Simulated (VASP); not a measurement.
Set up this calculation in VASP 6.6.1, as the native input.

* Task: single point
* Functional: PBEsol
* Potentials or basis: VASP PAW PBE potentials, release 64 (Mg, I)
* Cutoff: 520 eV
* k mesh: 6 × 6 × 4
* Occupations: gaussian, width 0.05 eV
* Spin: no spin polarisation
* Dipole correction: no
* Further INCAR settings: ALGO = Normal; EDIFF = 1e-06; NBANDS = 15

The structure of MgI2 lies in POSCAR:

```
MgI2
1.0
    4.0290891177      0.0000000000      0.0000000000
   -2.0145445589      3.4892935301      0.0000000000
    0.0000000000      0.0000000000      7.0678600000
Mg I
1 2
Direct
    0.0000000000      0.0000000000      0.0000000000
    0.3333333333      0.6666666667      0.7576300000
    0.6666666667      0.3333333333      0.2423700000
```

This cell differs from its parent crystal: strain -0.030 along x and y, +0.030 along z.

These files were run (other wordings do the same):

INCAR

```
SYSTEM = MgI2
ALGO     = Normal         ! electronic algorithm
EDIFF    = 1E-6           ! SCF threshold, eV
ENCUT    = 520            ! plane-wave cutoff, eV
GGA      = PS             ! functional
ISIF     = 2              ! what is computed and relaxed
ISMEAR   = 0              ! smearing method
LASPH    = .True.         ! aspherical terms in the spheres
LCHARG   = .False.        ! write CHGCAR
LREAL    = .False.        ! projectors in reciprocal space
LWAVE    = .False.        ! write WAVECAR
NBANDS   = 15             ! bands
NELM     = 100            ! most SCF steps
PREC     = Accurate       ! precision mode
SIGMA    = 0.05           ! smearing width, eV
```

KPOINTS

```
k-points
0
Gamma
  6 6 4
  0 0 0
```

Potentials or basis: VASP PAW PBE potentials, release 64 (Mg, I).

Launch:

```bash
$ cat potpaw_PBE.64/Mg/POTCAR potpaw_PBE.64/I/POTCAR > POTCAR
$ mpirun -np 1 vasp_std > vasp.out
```

Results of the run:

```
Pressure               : 0.9 GPa
Largest force          : 0.052 eV/Å
Band gap on the k mesh : 3.40 eV, indirect (least direct gap 3.70 eV)
```

Caveat: the cell differs from its parent crystal (strain -0.030 along x and y, +0.030 along z); the PAW data sets were made with another functional, which shifts forces and pressure a little; spin-orbit coupling is left out, which moves the levels of the heavy elements; this functional lacks dispersion, which binds the layers, so the pressure and a relaxed spacing across them are unreliable.

It took 16 s on 1 thread of Intel(R) Xeon(R) Platinum 8559C (Emerald Rapids), on a shared host, peak memory 0.22 GiB.
